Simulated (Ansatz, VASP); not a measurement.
Given: the input of a run of VASP 6.6.1 on HfO2.

INCAR

```
  PREC = Accurate
  ENCUT = 600
  EDIFF = 1E-6
  ISMEAR = -1
  SIGMA = 0.05
  LREAL = False
  LASPH = True
  NELM = 100
  ALGO = Fast
  ISIF = 3
  LWAVE = False
  LCHARG = False
  GGA = B5
  ALDAX = 1.0
  AGGAX = 1.0
  AGGAC = 1.0
  ALDAC = 0.0
  IBRION = 2
  NSW = 60
  EDIFFG = -0.02
```

The input KPOINTS:

```
Automatic mesh
0
Gamma
  5 5 5
```

The input POSCAR:

```
HfO2
1.0
    5.1180000000      0.0000000000      0.0000000000
    0.0000000000      5.1857000000      0.0000000000
   -0.8586630598      0.0000000000      5.2138671406
Hf O
4 8
Direct
    0.2755000000      0.4603000000      0.7080000000
    0.7245000000      0.9603000000      0.7920000000
    0.7245000000      0.5397000000      0.2920000000
    0.2755000000      0.0397000000      0.2080000000
    0.0742000000      0.1684000000      0.8467000000
    0.9258000000      0.6684000000      0.6533000000
    0.9258000000      0.8316000000      0.1533000000
    0.0742000000      0.3316000000      0.3467000000
    0.4487000000      0.7419000000      0.9801000000
    0.5513000000      0.2419000000      0.5199000000
    0.5513000000      0.2581000000      0.0199000000
    0.4487000000      0.7581000000      0.4801000000
```

Potentials or basis: VASP PAW PBE potentials, release 64 (Hf_pv, O).

Run with:

```sh
$ cat potpaw_PBE.64/Hf_pv/POTCAR potpaw_PBE.64/O/POTCAR > POTCAR
$ mpirun -np 1 vasp_std > vasp.out
```

**Question.** Translate it to Ansatz 0.2.0. Potentials there: Ansatz PAW.

**Answer.** As run (the cutoff follows the program's own potentials):

The input input.yaml:

```yaml
crystal:
  lattice:
    - [5.118, 0.0, 0.0]
    - [0.0, 5.1857, 0.0]
    - [-0.8586630598, 0.0, 5.2138671406]
  atoms:
    - { symbol: Hf, position: [0.2755, 0.4603, 0.708] }
    - { symbol: Hf, position: [0.7245, 0.9603, 0.792] }
    - { symbol: Hf, position: [0.7245, 0.5397, 0.292] }
    - { symbol: Hf, position: [0.2755, 0.0397, 0.208] }
    - { symbol: O, position: [0.0742, 0.1684, 0.8467] }
    - { symbol: O, position: [0.9258, 0.6684, 0.6533] }
    - { symbol: O, position: [0.9258, 0.8316, 0.1533] }
    - { symbol: O, position: [0.0742, 0.3316, 0.3467] }
    - { symbol: O, position: [0.4487, 0.7419, 0.9801] }
    - { symbol: O, position: [0.5513, 0.2419, 0.5199] }
    - { symbol: O, position: [0.5513, 0.2581, 0.0199] }
    - { symbol: O, position: [0.4487, 0.7581, 0.4801] }
hamiltonian:
  xc: blyp
  pseudopotentials: { kind: paw }
kpoints:
  mp_grid: { grid: [5, 5, 5] }
scf:
  occupations: { method: fermi_dirac, width: 0.05 }
output:
  forces: true
  stress: true
relax:
  f_tol: 0.01
  max_steps: 40
  cell: { stress_tol: 0.05 }
```

Potentials or basis: Ansatz PAW.

The run is started by

```sh
$ ansatz run input.yaml --threads 4 --pin off --max-ram 11264MiB --backend cpu --events-out ev --progress --plain --runs-dir out
```

Both were run:

|  | VASP | Ansatz | Ansatz less VASP |
| --- | --- | --- | --- |
| relaxed volume (Å³/atom) | 12.04 | 12.16 | +0.122 |
| relaxed cell length with the largest relative difference (Å) | 5.399 | 5.421 | +0.0219 |

VASP's potentials were made for PBE, not for BLYP. VASP's potentials hold 88 valence electrons a cell and Ansatz's 152, so a difference there can come from the potentials and not from the codes.

Neither program's run includes spin-orbit coupling. Noted on Ansatz's run: odd divisions of the mesh miss points on the zone boundary, where band edges often lie, so the gap on the mesh can be too wide; the plane-wave basis is chosen anew once the cell has moved, so the energies of steps on either side of that aren't comparable.
